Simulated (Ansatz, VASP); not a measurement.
## Two plane-wave programs on CoPtO2

```xyz
4
Lattice="1.4289 0.8250 5.9666 -1.4289 0.8250 5.9666 0.0000 -1.6499 5.9666" Properties=species:S:1:pos:R:3 pbc="T T T"
Co    0.0000    0.0000    8.9499
Pt    0.0000    0.0000    0.0000
O     0.0000    0.0000   15.8955
O     0.0000    0.0000    2.0043
```

Alike in both runs: functional PBE; k mesh 18 × 18 × 18; occupations gaussian, width 0.1 eV; no spin polarisation; Hubbard terms Co d U = 3.32 eV.

Ansatz relaxed the structure, and its values are those at the end. VASP's run is a single point on that final structure, the one shown.

|  | VASP | Ansatz |
| --- | --- | --- |
| version | VASP 6.6.1 | Ansatz 0.2.0 |
| potentials or method | VASP PAW PBE potentials, release 64 (Co, Pt, O), cutoff 520 eV | scalar-relativistic, plane waves, PAW |
| valence electrons in the cell | 31 | 47 |

|  | VASP | Ansatz | Ansatz less VASP |
| --- | --- | --- | --- |
| gap on the k mesh at the Fermi level (eV) | none | none | - |
| pressure (GPa) | -1.0 | 0.0 | +1.03 |
| rms of the force components (eV/Å) | 0.040 | 0.000 | -0.0402 |

The programs project onto different local orbitals, so the same U acts differently, and such runs can settle in different states. A gap of «none» marks a metal or a gap that the smearing closes. VASP's potentials hold 31 valence electrons a cell and Ansatz's 47, so a difference there can come from the potentials and not from the codes. Ansatz's warnings: filled band counts differ across k points.

Neither program's run includes spin-orbit coupling.
